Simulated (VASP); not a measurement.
Set up this calculation in VASP 6.6.1, as the native input.

| Quantity | Value |
| --- | --- |
| Task | single point |
| Functional | PBEsol |
| Potentials or basis | VASP PAW PBE potentials, release 64 (Cu, Au) |
| Cutoff | 520 eV |
| k mesh | 13 × 13 × 10 |
| Occupations | fermi-dirac, width 0.05 eV |
| Spin | no spin polarisation |
| Dipole correction | no |
| Further INCAR settings | ALGO = Normal; EDIFF = 1e-06; NBANDS = 18 |

The structure of CuAu lies in POSCAR:

```
CuAu
1.0
    2.8368463307      0.0000000000      0.0000000000
    0.0000000000      2.8368463307      0.0000000000
    0.0000000000      0.0000000000      3.7182950120
Cu Au
1 1
Direct
    0.5000000000      0.5000000000      0.5000000000
    0.0000000000      0.0000000000      0.0000000000
```

This cell differs from its parent crystal: volume scaled by 1.04.

These files were run (other wordings do the same):

INCAR

```
SYSTEM = CuAu
ALGO = Normal ; EDIFF = 1E-6
ENCUT = 520 ; GGA = PS
ISIF = 2 ; ISMEAR = -1
LASPH = .True. ; LCHARG = .False.
LREAL = .False. ; LWAVE = .False.
NBANDS = 18 ; NELM = 80
PREC = Accurate ; SIGMA = 0.05
```

KPOINTS

```
k-points
0
Gamma
  13 13 10
  0 0 0
```

Potentials or basis: VASP PAW PBE potentials, release 64 (Cu, Au).

Command:

```console
$ cat potpaw_PBE.64/Cu/POTCAR potpaw_PBE.64/Au/POTCAR > POTCAR
$ mpirun -np 1 vasp_std > vasp.out
```

It gave:

The pressure is -7.6 GPa and the band gap on the k mesh is zero (band 11 reaches 12.43 eV, above the bottom of band 12 at 6.24 eV).

Caveat: the PAW data sets were made with another functional, which shifts forces and pressure a little; spin-orbit coupling is left out, which moves the levels of the heavy elements.

Wall time 54 s on 1 thread of Intel Xeon 6975P-C, on a shared host, peak memory 0.22 GiB.
